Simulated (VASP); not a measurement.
# PbSe: relaxation of cell and atoms with PBE

PbSe:

```
CELL_PARAMETERS angstrom
0.00000 3.53338 3.53338
3.53338 0.00000 3.53338
3.53338 3.53338 0.00000
ATOMIC_POSITIONS crystal
Pb 0.00000 0.00000 0.00000
Se 0.75000 0.75000 0.75000
```

| Item | Value |
| --- | --- |
| Program | VASP 6.6.1 |
| Task | relaxation of cell and atoms |
| Functional | PBE |
| Potentials or basis | VASP PAW PBE potentials, release 64 (Pb_d, Se) |
| Cutoff | 600 eV |
| k mesh | 8 × 8 × 8 |
| Occupations | gaussian, width 0.02 eV |
| Spin | no spin polarisation |
| Dipole correction | no |
| Further INCAR settings | ALGO = Normal; EDIFF = 1e-06; IBRION = 2; EDIFFG = -0.01; NSW = 100; ISIF = 3 |

```
Relaxed volume                         : 41.07 Å³/atom
Relaxed cell                           : a = 4.879 Å, b = 4.879 Å, c = 4.879 Å, α = 60.00°, β = 60.00°, γ = 60.00°
Space group after relaxing (to 0.05 Å) : F-43m (No. 216)
Energy gained by relaxing              : 19.0 meV/atom
Ionic steps                            : 3
Pressure after relaxing                : 0.0 GPa
Band gap on the k mesh                 : 0.67 eV, indirect (least direct gap 1.18 eV)
```

Step by step:
```csv
step,energy change (eV),largest force (eV/Å),pressure (GPa),volume (Å³)
1,0.0000,0.0000,-1.88,88.23
2,-0.0378,0.0000,0.14,81.78
3,-0.0380,0.0000,0.01,82.15
```

Final structure:
```
CELL_PARAMETERS angstrom
0.00000 3.45025 3.45025
3.45025 0.00000 3.45025
3.45025 3.45025 0.00000
ATOMIC_POSITIONS crystal
Pb 0.00000 0.00000 0.00000
Se 0.75000 0.75000 0.75000
```

Levels at points of the mesh, in eV from the valence-band top:
| k point | band 7 | band 8 | band 9 | band 10 | band 11 | band 12 | band 13 | band 14 |
| --- | --- | --- | --- | --- | --- | --- | --- | --- |
| (0.00, 0.00, 0.00) | -6.45 | -1.56 | -1.56 | -1.56 | 2.12 | 2.12 | 2.12 | 4.70 |
| (0.50, 0.00, 0.00) | -7.84 | -2.08 | -2.08 | -1.96 | 2.86 | 2.86 | 3.58 | 6.53 |
| (0.50, 0.50, 0.00) | -8.18 | -2.75 | -2.75 | -0.50 | 0.67 | 4.76 | 4.76 | 5.93 |

Wall time 63 s on 1 thread of AMD EPYC 9R45 96-Core Processor (Zen 5), with other jobs on the host, peak memory 0.25 GiB.

Caveat: spin-orbit coupling is left out, which moves the levels of the heavy elements. A k mesh can miss the band edges.
